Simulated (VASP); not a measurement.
Wanted: the native input for a VASP 6.6.1 run.

- Task: single point
- Functional: PBE
- Potentials or basis: VASP PAW PBE potentials, release 64 (Co)
- Cutoff: 520 eV
- k mesh: 15 × 15 × 9
- Occupations: fermi-dirac, width 0.1 eV
- Spin: no spin polarisation
- Dipole correction: no
- k mesh for the DOS: 23 × 23 × 14
- Occupations for the DOS: tetrahedron
- Further INCAR settings: ALGO = Normal; EDIFF = 1e-07; NBANDS = 16

The system is Co.

```xyz
2
Lattice="2.5070 0.0000 0.0000 -1.2535 2.1711 0.0000 0.0000 0.0000 3.9699" Properties=species:S:1:pos:R:3 pbc="T T T"
Co    0.0000    1.4474    0.9925
Co    1.2535    0.7237    2.9774
```

These files were run (other wordings do the same):

POSCAR

```
Co
1.0
    2.5070040000      0.0000000000      0.0000000000
   -1.2534970000      2.1711310000      0.0000000000
    0.0000000000      0.0000000000      3.9699060000
Co
2
Direct
    0.3333300000      0.6666700000      0.2500000000
    0.6666600000      0.3333300000      0.7500000000
```

INCAR.step1

```
ALGO = Normal
EDIFF = 1E-7
ENCUT = 520
GGA = PE
ISIF = 2
ISMEAR = -1
LASPH = True
LCHARG = True
LMAXMIX = 4
LREAL = False
LWAVE = False
NBANDS = 16
NELM = 100
PREC = Accurate
SIGMA = 0.1
```

KPOINTS.step1

```
k-points
0
Gamma
  15 15 9
```

INCAR.step2

```
ALGO = Normal
EDIFF = 1E-7
ENCUT = 520
GGA = PE
ICHARG = 11
ISIF = 2
ISMEAR = -5
LASPH = True
LCHARG = False
LMAXMIX = 4
LORBIT = 10
LREAL = False
LWAVE = False
NBANDS = 16
NEDOS = 2001
NELM = 100
PREC = Accurate
SIGMA = 0.1
```

KPOINTS.step2

```
k-points
0
Gamma
  23 23 14
```

Potentials or basis: VASP PAW PBE potentials, release 64 (Co).

Launch:

```console
$ cat potpaw_PBE.64/Co/POTCAR > POTCAR
$ cp INCAR.step1 INCAR
$ cp KPOINTS.step1 KPOINTS
$ mpirun -np 1 vasp_std > vasp.out
$ cp INCAR.step2 INCAR
$ cp KPOINTS.step2 KPOINTS
$ mpirun -np 1 vasp_std > vasp.out
```

Results of the run:

| Item | Value |
| --- | --- |
| Valence electrons inside the program's atomic spheres | Co 8.28 |

Caveat: the run has no spin polarisation, though such a crystal can be magnetic.

Wall time 4.2 min on 1 thread of Intel(R) Xeon(R) Platinum 8488C (Sapphire Rapids), with other jobs on the host, peak memory 0.47 GiB.
